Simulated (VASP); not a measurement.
Input of a VASP 6.6.1 run:

Contents of INCAR:

```
SYSTEM = SiC
  PREC = Accurate
  ENCUT = 520
  EDIFF = 1E-6
  ISMEAR = 0
  SIGMA = 0.01
  LREAL = .FALSE.
  LASPH = .TRUE.
  NELM = 100
  ALGO = Normal
  ISIF = 2
  LWAVE = .FALSE.
  LCHARG = .TRUE.
  GGA = PE
  LELF = .TRUE.
  LVHAR = .TRUE.
  NBANDS = 11
```

File KPOINTS:

```
Automatic mesh
0
G
  10 10 10
  0 0 0
```

Contents of POSCAR:

```
SiC
1.0
    0.0000000000      2.1780523450      2.1780523450
    2.1780523450      0.0000000000      2.1780523450
    2.1780523450      2.1780523450      0.0000000000
Si C
1 1
Direct
    0.0000000000      0.0000000000      0.0000000000
    0.2500000000      0.2500000000      0.2500000000
```

Potentials or basis: VASP PAW PBE potentials, release 64 (Si, C).

Run with:

```bash
$ cat potpaw_PBE.64/Si/POTCAR potpaw_PBE.64/C/POTCAR > POTCAR
$ mpirun -np 1 vasp_std > vasp.out
```

What does it give for the pressure?

3.5 GPa.

What does it give for the band gap on the k mesh?

1.36 eV, indirect (least direct gap 4.54 eV).

A k mesh can miss the band edges.
